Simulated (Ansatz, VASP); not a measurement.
# As in VASP and in Ansatz

INCAR

```
SYSTEM = As
PREC = Accurate
ENCUT = 600
EDIFF = 1E-7
ISMEAR = -1
SIGMA = 0.08
LREAL = .False.
LASPH = .True.
NELM = 100
ALGO = Normal
ISIF = 3
LWAVE = .False.
LCHARG = .False.
GGA = PS
IBRION = 2
NSW = 60
EDIFFG = -0.005
```

The input KPOINTS:

```
Automatic mesh
0
Gamma
  11 11 11
  0 0 0
```

Contents of POSCAR:

```
As
1.0
    0.0000000000      2.8744485395      2.8744485395
    2.8744485395      0.0000000000      2.8744485395
    2.8744485395      2.8744485395      0.0000000000
As
2
Direct
   -0.1250000000     -0.1250000000     -0.1250000000
    0.1250000000      0.1250000000      0.1250000000
```

Input for Ansatz:

```yaml
crystal:
  lattice:
    - [0.0, 2.8744485395, 2.8744485395]
    - [2.8744485395, 0.0, 2.8744485395]
    - [2.8744485395, 2.8744485395, 0.0]
  atoms:
    - { symbol: As, position: [-0.125, -0.125, -0.125] }
    - { symbol: As, position: [0.125, 0.125, 0.125] }
kpoints:
  mp_grid: { grid: [11, 11, 11] }
scf:
  occupations: { method: fermi_dirac, width: 0.08 }
hamiltonian:
  xc: pbesol
  pseudopotentials: { kind: paw }
output:
  forces: true
  stress: true
relax:
  f_tol: 0.005
  max_steps: 40
  cell: {}
```

Alike in both runs: task relaxation of cell and atoms; functional PBEsol; k mesh 11 × 11 × 11; occupations fermi-dirac, width 0.08 eV; no spin polarisation.

|  | VASP | Ansatz |
| --- | --- | --- |
| version | VASP 6.6.1 | Ansatz 0.2.0 |
| potentials or method | VASP PAW PBE potentials, release 64 (As) | PAW with Ansatz's default frozen-core files, scalar-relativistic |
| plane-wave cutoff (eV) | 600 | 420 |
| valence electrons in the cell | 10 | 30 |

```tsv
	VASP	Ansatz	Ansatz less VASP
relaxed volume (Å³/atom)	27.15	27.03	-0.117
relaxed cell length with the largest relative difference (Å)	4.251	4.244	-0.0061
```

VASP's potentials were made for PBE, not for PBEsol. VASP's potentials hold 10 valence electrons a cell and Ansatz's 30, so a difference there can come from the potentials and not from the codes.
